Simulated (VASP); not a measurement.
# CS2 in VASP: a series of runs

The runs below take CS2 through single point, with PBE+D3(BJ).

Everything below comes from runs of VASP 6.6.1. Logs are shortened: lines on timing, memory, paths and dates and some standing lists are left out, and cuts for length are marked.

### 1 The cell of the first run

The cell holds a disordered packing, 36 atoms: a = 10.627 Å, b = 10.627 Å, c = 10.627 Å, α = 90.00°, β = 90.00°, γ = 90.00°.

### 2 Single point, PBE+D3(BJ)

INCAR reads:

```
ALGO = Normal
EDIFF = 1E-7
ENCUT = 520
GGA = PE
ISIF = 2
ISMEAR = -1
IVDW = 12
LASPH = T
LCHARG = F
LREAL = Auto
LWAVE = F
NBANDS = 120
NELM = 100
PREC = Accurate
SIGMA = 0.02
```

KPOINTS reads:

```
k-points
0
Gamma
  1 1 1
```

POSCAR reads:

```
CS2
1.0
   10.6265860000      0.0000000000      0.0000000000
    0.0000000000     10.6265860000      0.0000000000
    0.0000000000      0.0000000000     10.6265860000
S C
24 12
Direct
    0.4895247449      0.7097187574      0.7711251972
    0.6574263693      0.7546746201      0.5342690916
    0.2311609456      0.3812489478      0.8004064431
    0.4556358528      0.3788775498      0.6109505247
    0.2379814165      1.0008837762      0.8361886551
    0.3353996775      0.9827237511      0.5596358114
   -0.0515936387     -0.1108268692      0.6400689118
   -0.0185604191      0.0896107576      0.4279168474
    0.8018011564      0.4874724343     -0.0288735513
    1.0682619810      0.4693237509      0.0929411418
    0.4629543729      0.2069472069      0.2929045234
    0.7037657542      0.3709549489      0.3304155496
    0.5604812298     -0.0301464779      0.9967107814
    0.5550024260      0.2549605654      0.9272497520
    0.7583800904      0.7753070740      0.1960446906
    0.9594538845      0.8231372056     -0.0125243921
    0.4212383442      0.6085376652      0.3498228580
    0.4308383723      0.5561407609      0.0608810697
   -0.0881110832      0.4888730789      0.6054537769
    0.1375562294      0.4067057861      0.4360746778
    0.8689427565      0.1463204224      0.1253069553
    0.9198490624      0.1634006154     -0.1632934567
    0.0924896326      0.7431303517      0.3361457694
    0.2684498800      0.9254317068      0.1876372157
    0.5738196140      0.7322823533      0.6530303533
    0.3430416224      0.3800411387      0.7053181427
    0.2867999723      0.9919072071      0.6979644673
   -0.0350100818     -0.0108951983      0.5337583406
    0.9351674441      0.4782267318      0.0313952516
    0.5836948938      0.2886451446      0.3112053129
    0.5572645203      0.1124026566      0.9616772492
    0.8589869065      0.7999212963      0.0917094318
    0.4258786243      0.5828860138      0.2054570996
    0.0245646713      0.4473580896      0.5205980853
    0.8949043212      0.1546511310     -0.0189083587
    0.1795902533      0.8347672488      0.2620546807
```

Potentials or basis: VASP PAW PBE potentials, release 64 (S, C).

The run is started by

```sh
$ cat potpaw_PBE.64/S/POTCAR potpaw_PBE.64/C/POTCAR > POTCAR
$ mpirun -np 1 vasp_gam > vasp.out
```

OUTCAR:

```text
EDIFF = 1E-7
   ENCUT = 520
   GGA = PE
   ISIF = 2
   ISMEAR = -1
   IVDW = 12
   LASPH = T
   LREAL = Auto
   NELM = 100
   PREC = Accurate
 IVDW          = 12

 ion  position               nearest neighbor table
   1  0.490  0.710  0.771-  25 1.56
   2  0.657  0.755  0.534-  25 1.56
   3  0.231  0.381  0.800-  26 1.56
   4  0.456  0.379  0.611-  26 1.56
   5  0.238  0.001  0.836-  27 1.56
   6  0.335  0.983  0.560-  27 1.56
[... 16 lines left out ...]
  23  0.092  0.743  0.336-  36 1.56
  24  0.268  0.925  0.188-  36 1.56
  25  0.574  0.732  0.653-   1 1.56   2 1.56
  26  0.343  0.380  0.705-   3 1.56   4 1.56
  27  0.287  0.992  0.698-   5 1.56   6 1.56
  28  0.965  0.989  0.534-   7 1.56   8 1.56
  29  0.935  0.478  0.031-   9 1.56  10 1.56
  30  0.584  0.289  0.311-  12 1.56  11 1.56
  31  0.557  0.112  0.962-  14 1.56  13 1.56
  32  0.859  0.800  0.092-  16 1.56  15 1.56
  33  0.426  0.583  0.205-  17 1.56  18 1.56
  34  0.025  0.447  0.521-  20 1.56  19 1.56
  35  0.895  0.155  0.981-  21 1.56  22 1.56
  36  0.180  0.835  0.262-  23 1.56  24 1.56

  LATTYP: Found a simple cubic cell.
 ALAT       =    10.6265860000

  Lattice vectors:

 A1 = (  10.6265860000,   0.0000000000,   0.0000000000)
 A2 = (   0.0000000000,  10.6265860000,   0.0000000000)
 A3 = (   0.0000000000,   0.0000000000,  10.6265860000)

Analysis of symmetry for initial positions (statically):
=====================================================================
 Subroutine PRICEL returns:
 Original cell was already a primitive cell.

 Routine SETGRP: Setting up the symmetry group for a
 simple cubic supercell.

 Subroutine GETGRP returns: Found  1 space group operations
 (whereof  1 operations were pure point group operations)
 out of a pool of 48 trial point group operations.

The static configuration has the point symmetry C_1 .

Analysis of symmetry for dynamics (positions and initial velocities):
=====================================================================
 Subroutine PRICEL returns:
 Original cell was already a primitive cell.

 Routine SETGRP: Setting up the symmetry group for a
 simple cubic supercell.

 Subroutine GETGRP returns: Found  1 space group operations
 (whereof  1 operations were pure point group operations)
 out of a pool of 48 trial point group operations.

The dynamic configuration has the point symmetry C_1 .

 Subroutine INISYM returns: Found  1 space group operations
 (whereof  1 operations are pure point group operations),
 and found     1 'primitive' translations

----------------------------------------------------------------------------------------

                                     Primitive cell

  volume of cell :    1200.0001

  direct lattice vectors                    reciprocal lattice vectors
    10.626586000  0.000000000  0.000000000     0.094103600  0.000000000  0.000000000
     0.000000000 10.626586000  0.000000000     0.000000000  0.094103600  0.000000000
     0.000000000  0.000000000 10.626586000     0.000000000  0.000000000  0.094103600

  length of vectors
    10.626586000 10.626586000 10.626586000     0.094103600  0.094103600  0.094103600

  position of ions in fractional coordinates (direct lattice)
     0.489524745  0.709718757  0.771125197
     0.657426369  0.754674620  0.534269092
     0.231160946  0.381248948  0.800406443
     0.455635853  0.378877550  0.610950525
     0.237981416  0.000883776  0.836188655
     0.335399677  0.982723751  0.559635811
[... 28 lines left out ...]
     0.894904321  0.154651131  0.981091641
     0.179590253  0.834767249  0.262054681

  ion indices of the primitive-cell ions
   primitive index   ion index
                 1           1
                 2           2
                 3           3
                 4           4
                 5           5
                 6           6
[... 28 lines left out ...]
                35          35
                36          36

----------------------------------------------------------------------------------------

 KPOINTS: k-points

Automatic generation of k-mesh.
 Grid dimensions read from file:
 generate k-points for:    1    1    1

 Generating k-lattice:

  Cartesian coordinates                     Fractional coordinates (reciprocal lattice)
     0.094103600  0.000000000  0.000000000     1.000000000  0.000000000  0.000000000
     0.000000000  0.094103600  0.000000000     0.000000000  1.000000000  0.000000000
     0.000000000  0.000000000  0.094103600     0.000000000  0.000000000  1.000000000

  Length of vectors
     0.094103600  0.094103600  0.094103600

  Shift w.r.t. Gamma in fractional coordinates (k-lattice)
     0.000000000  0.000000000  0.000000000

 Subroutine IBZKPT returns following result:
 ===========================================

 Found      1 irreducible k-points:

 Following reciprocal coordinates:
            Coordinates               Weight
  0.000000  0.000000  0.000000      1.000000
   k-points           NKPTS =      1   k-points in BZ     NKDIM =      1   number of bands    NBANDS=    120
   number of dos      NEDOS =    301   number of ions     NIONS =     36
   total plane-waves  NPLWV = 512000
   dimension x,y,z NGX =    80 NGY =   80 NGZ =   80
   dimension x,y,z NGXF=   160 NGYF=  160 NGZF=  160
   ions per type =              24  12
   NGX,Y,Z   is equivalent  to a cutoff of  12.52, 12.52, 12.52 a.u.
   NGXF,Y,Z  is equivalent  to a cutoff of  25.03, 25.03, 25.03 a.u.
 SYSTEM =  unknown system
   PREC   = accura    normal or accurate (medium, high low for compatibility)
   ISTART =      0    job   : 0-new  1-cont  2-samecut
   ICHARG =      2    charge: 1-file 2-atom 10-const
   ISPIN  =      1    spin polarized calculation?
   LNONCOLLINEAR =      F non collinear calculations
   LSORBIT =      F    spin-orbit coupling
   LASPH  =      T    aspherical Exc in radial PAW
   ENCUT  =  520.0 eV  38.22 Ry    6.18 a.u.  19.76 19.76 19.76*2*pi/ulx,y,z
   NELM   =    100;   NELMIN=  2; NELMDL= -5     # of ELM steps
   EDIFF  = 0.1E-06   stopping-criterion for ELM
   LREAL  =      T    real-space projection
   EDIFFG = 0.1E-05   stopping-criterion for IOM
   NSW    =      0    number of steps for IOM
   IBRION =     -1    ionic relax: 0-MD 1-quasi-New 2-CG
   NFREE  =      0    steps in history (QN), initial steepest desc. (CG)
   ISIF   =      2    stress and relaxation
   ISYM   =      2    0-nonsym 1-usesym 2-fastsym
   POTIM  = 0.5000    time-step for ionic-motion
   TEBEG  =    0.0;   TEEND  =   0.0 temperature during run
   PSTRESS=    0.0 pullay stress
   NELECT =     192.0000    total number of electrons
   NUPDOWN=      -1.0000    fix difference up-down
   EMIN   =  10.00;   EMAX   =-10.00  energy-range for DOS
   EFERMI =   0.00;   METHOD = LEGACY
   ISMEAR =    -1;   SIGMA  =   0.02  broadening in eV -4-tet -1-fermi 0-gaus
   EFERMI_NEDOS =   21; number of points for ismear=-14 and -15
   IALGO  =     38    algorithm
   IMIX   =      4    mixing-type and parameters
     AMIX     =   0.40;   BMIX     =  1.00
     AMIX_MAG =   1.60;   BMIX_MAG =  1.00
  volume/ion in A,a.u.               =      33.33       224.94
  Fermi-wavevector in a.u.,A,eV,Ry     =   0.888754  1.679501 10.747015  0.789883
  Thomas-Fermi vector in A             =   2.010225
   LORBIT       =      0    0 simple, 1 ext, 2 COOP (PROOUT), +10 PAW based schemes
   GGA     = PE    functional components
   LHFCALC =     F    Hartree Fock is set to
   AEXX    =    0.0000 exact exchange contribution
   IVDW    =    12    specifies the selected vdW correction
   LEPSILON=     F    determine dielectric tensor
   LRPA    =     F    only Hartree local field effects (RPA)
 non-spin polarized calculation
  energy-cutoff  :      520.00
  volume of cell :     1200.00
 maximum number of plane-waves:     16212
 NGX is ok and might be reduce to    80
   NGX = 39   NGY = 39   NGZ = 39

 number of electron     192.0000009 magnetization

 Free energy of the ion-electron system (eV)
  ---------------------------------------------------
  ext. energy  EPLUGINS =         0.00000000
  ---------------------------------------------------
  free energy    TOTEN  =      -199.58964898 eV

  energy without entropy =     -199.58964898  energy(sigma->0) =     -199.58964898

 E-fermi :  -1.1101     XC(G=0):  -6.4334

 val. band max:       -1.6298204344   @ k =   0.0000   0.0000   0.0000
 cond. band min:       1.4029488528   @ k =   0.0000   0.0000   0.0000
 fundamental gap:      3.0327692873
 Fermi energy:        -1.1101425763

 k-point     1 :       0.0000    0.0000    0.0000
  band No.  band energies     occupation
      1     -16.7341      2.00000
      2     -16.6810      2.00000
      3     -16.6751      2.00000
      4     -16.6661      2.00000
      5     -16.6305      2.00000
      6     -16.6192      2.00000
[... 100 lines left out ...]
    107       1.8147      0.00000
    108       1.8228      0.00000
 [bands above 108 left out]

------------------------ aborting loop because EDIFF is reached ----------------------------------------

 Edisp (eV)   -4.38641

 E8    (eV) :    -1.4814

  FORCE on cell =-STRESS in cart. coord.  units (eV):
  Direction    XX          YY          ZZ          XY          YZ          ZX
  --------------------------------------------------------------------------------------
  -------------------------------------------------------------------------------------
  Total      -5.00586    -2.92368    -6.20532    -0.90196     0.86050     2.28694
  in kB      -6.68356    -3.90354    -8.28502    -1.20425     1.14890     3.05341
  external pressure =       -6.29 kB  Pullay stress =        0.00 kB

 VOLUME and BASIS-vectors are now :
 -----------------------------------------------------------------------------
  energy-cutoff  :      520.00
  volume of cell :     1200.00
      direct lattice vectors                 reciprocal lattice vectors
    10.626586000  0.000000000  0.000000000     0.094103600  0.000000000  0.000000000
     0.000000000 10.626586000  0.000000000     0.000000000  0.094103600  0.000000000
     0.000000000  0.000000000 10.626586000     0.000000000  0.000000000  0.094103600

 POSITION                                       TOTAL-FORCE (eV/Angst)
 -----------------------------------------------------------------------------------
      5.20198      7.54189      8.19443         0.133460      0.043191     -0.210349
      6.98620      8.01961      5.67746        -0.146763     -0.052204      0.239016
      2.45645      4.05137      8.50559         0.178777      0.014594     -0.151302
      4.84185      4.02617      6.49232        -0.178435      0.005454      0.145440
      2.52893      0.00939      8.88583         0.074300     -0.007582     -0.236412
      3.56415     10.44300      5.94702        -0.094578      0.013642      0.245114
[... 28 lines left out ...]
      9.50978      1.64341     10.42565         0.004157      0.014602     -0.007561
      1.90843      8.87073      2.78475        -0.008456      0.004979      0.003136
 -----------------------------------------------------------------------------------
    total drift:                               -0.006144      0.002615     -0.002511

  FREE ENERGIE OF THE ION-ELECTRON SYSTEM (eV)
  ---------------------------------------------------
  free  energy   TOTEN  =      -203.9760600394 eV

  energy  without entropy=     -203.9760600394  energy(sigma->0) =     -203.97606004
```

Wall time 5.7 min (1 thread of Intel Xeon Platinum 8488C (Sapphire Rapids), shared host); peak memory 0.87 GiB.

What came out:

| Item | Value |
| --- | --- |
| Free energy | -203.9761 eV |
| Pressure | -0.6 GPa |
| Largest force | 0.292 eV/Å |
| Band gap on the k mesh | 3.03 eV |
| Dispersion energy per atom | -0.122 eV |

Forces in eV/Å, atoms in the order of the input:
```
S    0.133  0.043 -0.210
S   -0.147 -0.052  0.239
S    0.179  0.015 -0.151
S   -0.178  0.005  0.145
S    0.074 -0.008 -0.236
S   -0.095  0.014  0.245
S    0.043  0.163 -0.200
S   -0.033 -0.178  0.229
S    0.175  0.005  0.083
S   -0.230  0.041 -0.094
S    0.211  0.148  0.033
S   -0.190 -0.127 -0.031
S    0.001  0.225 -0.052
S    0.000 -0.261  0.061
S    0.168  0.039 -0.170
S   -0.169 -0.035  0.177
S    0.021 -0.042 -0.271
S   -0.017  0.037  0.268
S    0.198 -0.086 -0.133
S   -0.198  0.063  0.141
S    0.047  0.009 -0.233
S   -0.031 -0.017  0.247
S    0.164  0.159 -0.126
S   -0.145 -0.148  0.120
C   -0.004 -0.020  0.004
C    0.011  0.001 -0.013
C    0.017  0.010 -0.032
C   -0.011  0.001 -0.014
C    0.008  0.002 -0.009
C   -0.017 -0.002 -0.014
C    0.007  0.010 -0.011
C   -0.004 -0.017  0.023
C    0.009 -0.010  0.003
C    0.008 -0.009 -0.016
C    0.004  0.015 -0.008
C   -0.008  0.005  0.003
```

Caveat: the k points lie up to 0.59 Å⁻¹ apart.

### 3 Single point, PBE+D3(BJ)

INCAR reads:

```
SYSTEM = CS2
  PREC = Accurate
  ENCUT = 520
  EDIFF = 1E-6
  ISMEAR = -1
  SIGMA = 0.02
  LREAL = Auto
  LASPH = .True.
  NELM = 60
  ALGO = Normal
  ISIF = 2
  LWAVE = .False.
  LCHARG = .False.
  GGA = PE
  IVDW = 12
  NBANDS = 120
```

KPOINTS reads:

```
regular mesh
0
Gamma
  1 1 1
  0 0 0
```

POSCAR reads:

```
CS2
1.0
   10.6265860000      0.0000000000      0.0000000000
    0.0000000000     10.6265860000      0.0000000000
    0.0000000000      0.0000000000     10.6265860000
S C
24 12
Direct
    0.5019203722      0.7126465640      0.7777474346
    0.6711656971      0.7540521481      0.5398723541
    0.2306196929      0.3600309638      0.8094227064
    0.4595737521      0.3997709142      0.6313692845
    0.2401053358      0.9768988836      0.8377384797
    0.3174302641      0.9741604688      0.5593423890
   -0.0489526928     -0.0913181336      0.6482326497
   -0.0281840282      0.1116915630      0.4398308168
    0.8032871517      0.4903926811     -0.0361640135
    1.0670877740      0.4796836915      0.0932848988
    0.4752608222      0.2144244633      0.2666143200
    0.7142369148      0.3747205358      0.3146259768
    0.5682634103     -0.0295861719      1.0052899398
    0.5512871208      0.2461373766      0.9129272562
    0.7782461837      0.7546920526      0.1822128010
    0.9733794090      0.8446080425     -0.0186231025
    0.4020858628      0.6039380851      0.3530014249
    0.4245672128      0.5510330411      0.0642633485
   -0.0745676928      0.5043200140      0.6221377214
    0.1288937011      0.4239461291      0.4263363605
    0.8611702761      0.1301546894      0.1148252129
    0.9146587625      0.1606066144     -0.1709109586
    0.0815219488      0.7322483439      0.3329008959
    0.2783113975      0.9040909282      0.1916325714
    0.5889850230      0.7332176110      0.6568148980
    0.3553540149      0.3666558573      0.7301968854
    0.2778314691      0.9767577282      0.6991144663
   -0.0357405473      0.0110854041      0.5442481715
    0.9390598260      0.4889246650      0.0224813501
    0.5919304657      0.2949677347      0.2936596947
    0.5594459029      0.1085767339      0.9575700041
    0.8726791464      0.8031836377      0.0821900844
    0.4171518491      0.5729309488      0.2113943274
    0.0297085066      0.4695581441      0.5253427582
    0.8939371497      0.1621216824     -0.0217473420
    0.1752303139      0.8220890510      0.2614103909
```

Potentials or basis: VASP PAW PBE potentials, release 64 (S, C).

The run is started by

```sh
$ cat potpaw_PBE.64/S/POTCAR potpaw_PBE.64/C/POTCAR > POTCAR
$ mpirun -np 1 vasp_gam > vasp.out
```

Run time: 5 min. Hardware: 1 thread of Intel Xeon Platinum 8488C (Sapphire Rapids), shared host; peak memory 0.89 GiB.

The run converged. Its results:

* Free energy: -203.2866 eV
* Pressure: -0.4 GPa
* Largest force: 2.944 eV/Å
* Band gap on the k mesh: 2.89 eV
* Dispersion energy per atom: -0.123 eV

Forces in eV/Å, atoms in the order of the input:
```
S    1.039  0.250 -1.400
S    0.510  0.091 -0.743
S    0.737 -0.336 -0.030
S    0.081 -0.454  0.352
S   -0.382  0.075  1.478
S    0.178  0.021 -0.665
S    0.077 -0.022 -0.101
S    0.109  0.448 -0.428
S    0.732  0.089  0.111
S   -0.030  0.145 -0.248
S   -0.912 -0.539 -0.041
S   -0.396 -0.160  0.048
S   -0.005 -0.117 -0.020
S    0.078  0.561 -0.155
S   -0.309  0.054  0.179
S   -0.783 -0.349  0.686
S    0.195 -0.125  0.222
S    0.041 -0.005  1.091
S    0.121  0.146  0.027
S   -0.189  0.204  0.391
S   -0.070  0.339  1.295
S   -0.036  0.521  1.769
S    0.639  0.867 -0.529
S   -0.868 -0.517  0.507
C   -1.573 -0.334  2.130
C   -0.950  0.823 -0.573
C    0.314 -0.040 -0.809
C   -0.210 -0.581  0.348
C   -0.773 -0.280  0.045
C    1.296  0.746  0.099
C    0.016 -0.576  0.250
C    0.963  0.184 -0.842
C   -0.095  0.094 -1.295
C    0.079 -0.505 -0.306
C    0.116 -0.607 -2.879
C    0.260 -0.111  0.035
```

Stress tensor (GPa, compression positive):
```
-0.71 -0.22  0.32
-0.22  0.00  0.04
 0.32  0.04 -0.39
```

Levels at points of the mesh, in eV from the valence-band top:
```csv
k point,band 92,band 93,band 94,band 95,band 96,band 97,band 98,band 99,band 100,band 101
"(0.00, 0.00, 0.00)",-0.25,-0.19,-0.16,-0.10,0.00,2.89,2.95,3.00,3.08,3.13
```

Caveat: the k points lie up to 0.59 Å⁻¹ apart.

(Continued in part 2 of 2.)
